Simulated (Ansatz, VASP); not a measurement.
**Two plane-wave programs on V2O5**

```
V O
1.0
     5.03516    0.00000    0.50481
     0.00000    3.21726    0.00000
    -1.54372    0.00000    6.10177
V O
2 5
Direct
  0.58070 0.00000 0.78281
  0.41930 0.00000 0.21719
  0.73413 0.50000 0.80862
  0.26587 0.50000 0.19138
  0.28991 0.00000 0.86304
  0.71009 0.00000 0.13696
  0.50000 0.00000 0.50000
```

Alike in both runs: functional PBEsol; k mesh 6 × 8 × 6; occupations gaussian, width 0.02 eV; no spin polarisation.

Ansatz relaxed the structure, and its values are those at the end. VASP's run is a single point on that final structure, the one shown.

|  | VASP | Ansatz |
| --- | --- | --- |
| version | VASP 6.6.1 | Ansatz 0.2.0 |
| potentials or method | VASP PAW PBE potentials, release 64 (V_sv, O), cutoff 520 eV | scalar-relativistic, plane waves, PAW |
| valence electrons in the cell | 56 | 56 |

```tsv
	VASP	Ansatz	Ansatz less VASP
gap on the k mesh at the Fermi level (eV)	1.62	1.64	+0.021
least direct gap on the mesh (eV)	1.80	1.82	+0.021
pressure (GPa)	1.0	0.0	-0.94
rms of the force components (eV/Å)	0.137	0.000	-0.1362
```

VASP's potentials were made for PBE, not for PBEsol. One of these differences is far larger than is usual between the two programs; its cause wasn't traced.
